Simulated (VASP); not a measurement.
Set up this calculation in VASP 6.6.1, as the native input.

- Task: single point
- Functional: PBEsol
- Potentials or basis: VASP PAW PBE potentials, release 64 (Ti_sv, Ni)
- Cutoff: 520 eV
- k mesh: 14 × 14 × 14
- Occupations: gaussian, width 0.1 eV
- Spin: collinear spin, ferromagnetic start
- Starting moments: [0.31, 0.25] μB
- Dipole correction: no
- Further INCAR settings: ALGO = Normal; EDIFF = 1e-06; NBANDS = 22

The structure of TiNi lies in POSCAR:

```
TiNi
1.0
    2.9708710072      0.0000000000      0.0000000000
    0.0000000000      2.9708710072      0.0000000000
    0.0000000000      0.0000000000      2.9708710072
Ti Ni
1 1
Direct
    0.5000000000      0.5000000000      0.5000000000
    0.0000000000      0.0000000000      0.0000000000
```

The input as run:

INCAR

```
SYSTEM = TiNi
ALGO     = Normal         ! electronic algorithm
EDIFF    = 1E-6           ! SCF threshold, eV
ENCUT    = 520            ! plane-wave cutoff, eV
GGA      = PS             ! functional
ISIF     = 2              ! what is computed and relaxed
ISMEAR   = 0              ! smearing method
ISPIN    = 2              ! spin polarisation
LASPH    = .TRUE.         ! aspherical terms in the spheres
LCHARG   = .FALSE.        ! write CHGCAR
LMAXMIX  = 4              ! l up to which the mixer works
LORBIT   = 11             ! projections on sites
LREAL    = .FALSE.        ! projectors in reciprocal space
LWAVE    = .FALSE.        ! write WAVECAR
MAGMOM   = 0.31 0.25      ! initial moments
NBANDS   = 22             ! bands
NELM     = 150            ! most SCF steps
PREC     = Accurate       ! precision mode
SIGMA    = 0.1            ! smearing width, eV
```

KPOINTS

```
k-points
0
G
  14 14 14
  0 0 0
```

Potentials or basis: VASP PAW PBE potentials, release 64 (Ti_sv, Ni).

Command:

```console
$ cat potpaw_PBE.64/Ti_sv/POTCAR potpaw_PBE.64/Ni/POTCAR > POTCAR
$ mpirun -np 1 vasp_std > vasp.out
```

It gave:

| Quantity | Value |
| --- | --- |
| Pressure | -0.2 GPa |
| Band gap on the k mesh | zero (filled and empty bands overlap) |
| Net moment | 0.00 μB per cell |
| Valence electrons inside the program's atomic spheres | Ti 10.29; Ni 9.41 |

Caveat: the PAW data sets were made with another functional, which shifts forces and pressure a little.

Run time: 45 s on 1 thread of Intel(R) Xeon(R) 6975P-C (Granite Rapids) (shared host), peak memory 0.23 GiB.
